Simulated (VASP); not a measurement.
# Sn3Te (I4/mmm) in VASP: a series of runs

The runs below take Sn3Te through single point, with PBE.

Everything below comes from runs of VASP 6.6.1. Logs are shortened: lines on timing, memory, paths and dates and some standing lists are left out, and cuts for length are marked.

## Step 1: The cell of the first run

The structure is tetragonal, space group I4/mmm (No. 139). Conventional cell: a = 4.602 Å, b = 4.602 Å, c = 11.033 Å, α = 90.00°, β = 90.00°, γ = 90.00°. Within 4.3 Å of Sn (site symmetry -4m2) lie 8 Sn at 3.25 to 3.59 Å and 4 Te at 3.59 Å. Within 4.3 Å of Sn (site symmetry 4/mmm) lie 4 Te at 3.25 Å and 8 Sn at 3.59 Å. Te (site symmetry 4/mmm) has 12 Sn at 3.25 to 3.59 Å within 4.3 Å.

## Step 2: Single point, PBE

The input, INCAR:

```
ALGO     = Normal         # electronic algorithm
EDIFF    = 1E-6           # SCF threshold, eV
ENCUT    = 520            # plane-wave cutoff, eV
GGA      = PE             # functional
ISIF     = 2              # what is computed and relaxed
ISMEAR   = 0              # smearing method
LASPH    = T              # aspherical terms in the spheres
LCHARG   = T              # write CHGCAR
LELF     = T              # ELF
LREAL    = F              # projectors in reciprocal space
LVHAR    = T            
LWAVE    = F              # write WAVECAR
NBANDS   = 32             # bands
NELM     = 60             # most SCF steps
PREC     = Accurate       # precision mode
SIGMA    = 0.1            # smearing width, eV
```

The input, KPOINTS:

```
k-points
0
Gamma
  6 6 6
```

The input, POSCAR:

```
Sn3Te
1.0
   -2.3009040400      2.3009040400      5.5164938000
    2.3009040400     -2.3009040400      5.5164938000
    2.3009040400      2.3009040400     -5.5164938000
Sn Te
3 1
Direct
    0.7500000000      0.2500000000      0.5000000000
    0.2500000000      0.7500000000      0.5000000000
    0.5000000000      0.5000000000      0.0000000000
    0.0000000000      0.0000000000      0.0000000000
```

Potentials or basis: VASP PAW PBE potentials, release 64 (Sn_d, Te).

Run with:

```console
$ cat potpaw_PBE.64/Sn_d/POTCAR potpaw_PBE.64/Te/POTCAR > POTCAR
$ mpirun -np 1 vasp_std > vasp.out
```

OUTCAR:

```text
EDIFF = 1E-6
   ENCUT = 520
   GGA = PE
   ISIF = 2
   ISMEAR = 0
   LASPH = T
   LREAL = F
   NELM = 60
   PREC = Accurate

 ion  position               nearest neighbor table
   1  0.750  0.250  0.500-   2 3.25   2 3.25   2 3.25   2 3.25   4 3.59   3 3.59   4 3.59   4 3.59
                             3 3.59   3 3.59   4 3.59   3 3.59
   2  0.250  0.750  0.500-   1 3.25   1 3.25   1 3.25   1 3.25   4 3.59   3 3.59   4 3.59   3 3.59
                             4 3.59   4 3.59   3 3.59   3 3.59
   3  0.500  0.500  0.000-   4 3.25   4 3.25   4 3.25   4 3.25   2 3.59   1 3.59   2 3.59   1 3.59
                             2 3.59   2 3.59   1 3.59   1 3.59
   4  0.000  0.000  0.000-   3 3.25   3 3.25   3 3.25   3 3.25   2 3.59   1 3.59   2 3.59   2 3.59
                             1 3.59   1 3.59   2 3.59   1 3.59

  LATTYP: Found a body centered tetragonal cell.
 ALAT       =     4.6018080800
 C/A-ratio  =     2.3975331887

  Lattice vectors:

 A1 = (  -2.3009040400,   2.3009040400,   5.5164938000)
 A2 = (   2.3009040400,  -2.3009040400,   5.5164938000)
 A3 = (   2.3009040400,   2.3009040400,  -5.5164938000)

Analysis of symmetry for initial positions (statically):
=====================================================================
 Subroutine PRICEL returns:
 Original cell was already a primitive cell.

 Routine SETGRP: Setting up the symmetry group for a
 body centered tetragonal supercell.

 Subroutine GETGRP returns: Found 16 space group operations
 (whereof 16 operations were pure point group operations)
 out of a pool of 16 trial point group operations.

The static configuration has the point symmetry D_4h.

Analysis of symmetry for dynamics (positions and initial velocities):
=====================================================================
 Subroutine PRICEL returns:
 Original cell was already a primitive cell.

 Routine SETGRP: Setting up the symmetry group for a
 body centered tetragonal supercell.

 Subroutine GETGRP returns: Found 16 space group operations
 (whereof 16 operations were pure point group operations)
 out of a pool of 16 trial point group operations.

The dynamic configuration has the point symmetry D_4h.

 Subroutine INISYM returns: Found 16 space group operations
 (whereof 16 operations are pure point group operations),
 and found     1 'primitive' translations

----------------------------------------------------------------------------------------

                                     Primitive cell

  volume of cell :     116.8208

  direct lattice vectors                    reciprocal lattice vectors
    -2.300904040  2.300904040  5.516493800     0.000000000  0.217305890  0.090637281
     2.300904040 -2.300904040  5.516493800     0.217305890  0.000000000  0.090637281
     2.300904040  2.300904040 -5.516493800     0.217305890  0.217305890  0.000000000

  length of vectors
     6.404687553  6.404687553  6.404687553     0.235450561  0.235450561  0.307316937

  position of ions in fractional coordinates (direct lattice)
     0.750000000  0.250000000  0.500000000
     0.250000000  0.750000000  0.500000000
     0.500000000  0.500000000  0.000000000
     0.000000000  0.000000000  0.000000000

  ion indices of the primitive-cell ions
   primitive index   ion index
                 1           1
                 2           2
                 3           3
                 4           4

----------------------------------------------------------------------------------------

 KPOINTS: k-points

Automatic generation of k-mesh.
 Grid dimensions read from file:
 generate k-points for:    6    6    6

 Generating k-lattice:

  Cartesian coordinates                     Fractional coordinates (reciprocal lattice)
     0.000000000  0.036217648  0.015106214     0.166666667 -0.000000000  0.000000000
     0.036217648  0.000000000  0.015106214    -0.000000000  0.166666667  0.000000000
     0.036217648  0.036217648  0.000000000     0.000000000  0.000000000  0.166666667

  Length of vectors
     0.039241760  0.039241760  0.051219489

  Shift w.r.t. Gamma in fractional coordinates (k-lattice)
     0.000000000  0.000000000  0.000000000

 Subroutine IBZKPT returns following result:
 ===========================================

 Found     30 irreducible k-points:

 Following reciprocal coordinates:
            Coordinates               Weight
  0.000000  0.000000  0.000000      1.000000
  0.166667  0.000000  0.000000      8.000000
  0.333333  0.000000  0.000000      8.000000
  0.500000 -0.000000  0.000000      4.000000
  0.166667  0.166667  0.000000      8.000000
  0.333333  0.166667 -0.000000     16.000000
[... 16 lines left out ...]
 -0.333333 -0.333333  0.166667      8.000000
 -0.166667 -0.333333  0.166667      8.000000
 [... further k-points ...]
   k-points           NKPTS =     30   k-points in BZ     NKDIM =     30   number of bands    NBANDS=     32
   number of dos      NEDOS =    301   number of ions     NIONS =      4
   total plane-waves  NPLWV = 110592
   dimension x,y,z NGX =    48 NGY =   48 NGZ =   48
   dimension x,y,z NGXF=    96 NGYF=   96 NGZF=   96
   ions per type =               3   1
   NGX,Y,Z   is equivalent  to a cutoff of  12.46, 12.46, 12.46 a.u.
   NGXF,Y,Z  is equivalent  to a cutoff of  24.92, 24.92, 24.92 a.u.
 SYSTEM =  unknown system
   PREC   = accura    normal or accurate (medium, high low for compatibility)
   ISTART =      0    job   : 0-new  1-cont  2-samecut
   ICHARG =      2    charge: 1-file 2-atom 10-const
   ISPIN  =      1    spin polarized calculation?
   LNONCOLLINEAR =      F non collinear calculations
   LSORBIT =      F    spin-orbit coupling
   LASPH  =      T    aspherical Exc in radial PAW
   ENCUT  =  520.0 eV  38.22 Ry    6.18 a.u.  11.91 11.91 11.91*2*pi/ulx,y,z
   NELM   =     60;   NELMIN=  2; NELMDL= -5     # of ELM steps
   EDIFF  = 0.1E-05   stopping-criterion for ELM
   LREAL  =      F    real-space projection
   EDIFFG = 0.1E-04   stopping-criterion for IOM
   NSW    =      0    number of steps for IOM
   IBRION =     -1    ionic relax: 0-MD 1-quasi-New 2-CG
   NFREE  =      0    steps in history (QN), initial steepest desc. (CG)
   ISIF   =      2    stress and relaxation
   ISYM   =      2    0-nonsym 1-usesym 2-fastsym
   POTIM  = 0.5000    time-step for ionic-motion
   TEBEG  =    0.0;   TEEND  =   0.0 temperature during run
   PSTRESS=    0.0 pullay stress
   NELECT =      48.0000    total number of electrons
   NUPDOWN=      -1.0000    fix difference up-down
   EMIN   =  10.00;   EMAX   =-10.00  energy-range for DOS
   EFERMI =   0.00;   METHOD = LEGACY
   ISMEAR =     0;   SIGMA  =   0.10  broadening in eV -4-tet -1-fermi 0-gaus
   EFERMI_NEDOS =   21; number of points for ismear=-14 and -15
   IALGO  =     38    algorithm
   IMIX   =      4    mixing-type and parameters
     AMIX     =   0.40;   BMIX     =  1.00
     AMIX_MAG =   1.60;   BMIX_MAG =  1.00
  volume/ion in A,a.u.               =      29.21       197.09
  Fermi-wavevector in a.u.,A,eV,Ry     =   1.217069  2.299927 20.153724  1.481257
  Thomas-Fermi vector in A             =   2.352402
   LORBIT       =      0    0 simple, 1 ext, 2 COOP (PROOUT), +10 PAW based schemes
   GGA     = PE    functional components
   LHFCALC =     F    Hartree Fock is set to
   AEXX    =    0.0000 exact exchange contribution
   IVDW    =     0    specifies the selected vdW correction
   LEPSILON=     F    determine dielectric tensor
   LRPA    =     F    only Hartree local field effects (RPA)
 non-spin polarized calculation
 Gauss-broadening in eV      SIGMA  =   0.10
  energy-cutoff  :      520.00
  volume of cell :      116.82
 maximum number of plane-waves:      3180
   NGX = 23   NGY = 23   NGZ = 23

 number of electron      47.9999996 magnetization

 Free energy of the ion-electron system (eV)
  ---------------------------------------------------
  ext. energy  EPLUGINS =         0.00000000
  ---------------------------------------------------
  free energy    TOTEN  =       -14.41182292 eV

  energy without entropy =      -14.39686768  energy(sigma->0) =      -14.40434530

 E-fermi :   7.5467     XC(G=0):  -9.9912

 val. band max:        7.4966293303   @ k =   0.5000   0.1667   0.0000
 cond. band min:       7.5686626605   @ k =  -0.3333   0.3333   0.1667
 fundamental gap:      0.0720333302
 Fermi energy:         7.5466908943

 k-point     1 :       0.0000    0.0000    0.0000
  band No.  band energies     occupation
      1     -14.2468      2.00000
      2     -14.2263      2.00000
      3     -14.2151      2.00000
      4     -14.2082      2.00000
      5     -14.1945      2.00000
      6     -14.1945      2.00000
[... 24 lines left out ...]
     31      13.7548      0.00000
     32      13.8176      0.00000

 k-point     2 :       0.1667    0.0000    0.0000
  band No.  band energies     occupation
      1     -14.2311      2.00000
      2     -14.2203      2.00000
      3     -14.2142      2.00000
      4     -14.2072      2.00000
      5     -14.1988      2.00000
      6     -14.1974      2.00000
[... 24 lines left out ...]
     31      13.0563      0.00000
     32      13.6033      0.00000

 k-point     3 :       0.3333    0.0000    0.0000
  band No.  band energies     occupation
      1     -14.2209      2.00000
      2     -14.2193      2.00000
      3     -14.2052      2.00000
      4     -14.2016      2.00000
      5     -14.1887      2.00000
      6     -14.1821      2.00000
[... 24 lines left out ...]
     31      12.5094      0.00000
     32      13.4944      0.00000

 k-point     4 :       0.5000   -0.0000    0.0000
  band No.  band energies     occupation
      1     -14.2218      2.00000
      2     -14.2200      2.00000
      3     -14.2063      2.00000
      4     -14.1975      2.00000
      5     -14.1823      2.00000
      6     -14.1675      2.00000
[... 654 lines left out ...]
     31      11.8686      0.00000
     32      13.7121      0.00000

 k-point    23 :      -0.3333   -0.3333    0.1667
  band No.  band energies     occupation
      1     -14.2310      2.00000
      2     -14.2207      2.00000
      3     -14.2199      2.00000
      4     -14.2152      2.00000
      5     -14.2104      2.00000
      6     -14.1884      2.00000
[... 24 lines left out ...]
     31      12.5294      0.00000
     32      12.6524      0.00000

 k-point    24 :      -0.1667   -0.3333    0.1667
  band No.  band energies     occupation
      1     -14.2284      2.00000
      2     -14.2233      2.00000
      3     -14.2170      2.00000
      4     -14.2159      2.00000
      5     -14.2071      2.00000
      6     -14.2069      2.00000
[... 24 lines left out ...]
     31      12.3632      0.00000
     32      12.5975      0.00000

 [... further k-points ...]

------------------------ aborting loop because EDIFF is reached ----------------------------------------

  FORCE on cell =-STRESS in cart. coord.  units (eV):
  Direction    XX          YY          ZZ          XY          YZ          ZX
  --------------------------------------------------------------------------------------
  -------------------------------------------------------------------------------------
  Total       -0.3180210     -0.3180210      0.3054210      0.0000000      0.0000000      0.0000000
  in kB       -4.3616037     -4.3616037      4.1887977      0.0000000      0.0000000      0.0000000
  external PRESSURE =      -1.5114699 kB  Pullay stress =       0.0000000 kB

 VOLUME and BASIS-vectors are now :
 -----------------------------------------------------------------------------
  energy-cutoff  :      520.00
  volume of cell :      116.82
      direct lattice vectors                 reciprocal lattice vectors
    -2.300904040  2.300904040  5.516493800     0.000000000  0.217305890  0.090637281
     2.300904040 -2.300904040  5.516493800     0.217305890  0.000000000  0.090637281
     2.300904040  2.300904040 -5.516493800     0.217305890  0.217305890  0.000000000

 POSITION                                       TOTAL-FORCE (eV/Angst)
 -----------------------------------------------------------------------------------
      0.00000      2.30090      2.75825        -0.000000      0.000000     -0.000000
      2.30090      0.00000      2.75825         0.000000      0.000000      0.000000
      0.00000      0.00000      5.51649        -0.000000     -0.000000      0.000000
      0.00000      0.00000      0.00000        -0.000000     -0.000000      0.000000
 -----------------------------------------------------------------------------------
    total drift:                                0.000000     -0.000000      0.000000

  FREE ENERGIE OF THE ION-ELECTRON SYSTEM (eV)
  ---------------------------------------------------
  free  energy   TOTEN  =       -14.4118229164 eV

  energy  without entropy=      -14.3968676824  energy(sigma->0) =      -14.40434530
```

It took 77 s on 1 thread of Intel Xeon 6975P-C (Granite Rapids), shared host; peak memory 0.37 GiB.

What came out:

- Free energy: -14.4118 eV
- Pressure: -0.2 GPa
- Band gap on the k mesh: zero (bands 24 and 25 overlap by 0.72 eV)

Levels at points of the mesh, in eV from the Fermi level:
| k point | band 22 | band 23 | band 24 | band 25 | band 26 | band 27 |
| --- | --- | --- | --- | --- | --- | --- |
| (0.00, 0.00, 0.00) | -3.13 | -1.67 | -1.67 | -0.39 | 0.34 | 2.59 |
| (0.50, 0.00, 0.00) | -1.96 | -0.93 | -0.71 | 0.61 | 0.99 | 1.00 |
| (0.50, 0.50, 0.00) | -3.24 | -2.50 | -1.61 | -0.54 | 2.48 | 2.61 |
| (0.50, 0.50, 0.50) | -1.10 | -0.21 | -0.21 | 0.46 | 1.46 | 1.94 |

Caveat: semilocal functionals underestimate gaps, so a narrow gap can read as zero; spin-orbit coupling is left out, which moves the levels of the heavy elements.

(Continued in part 2 of 2.)
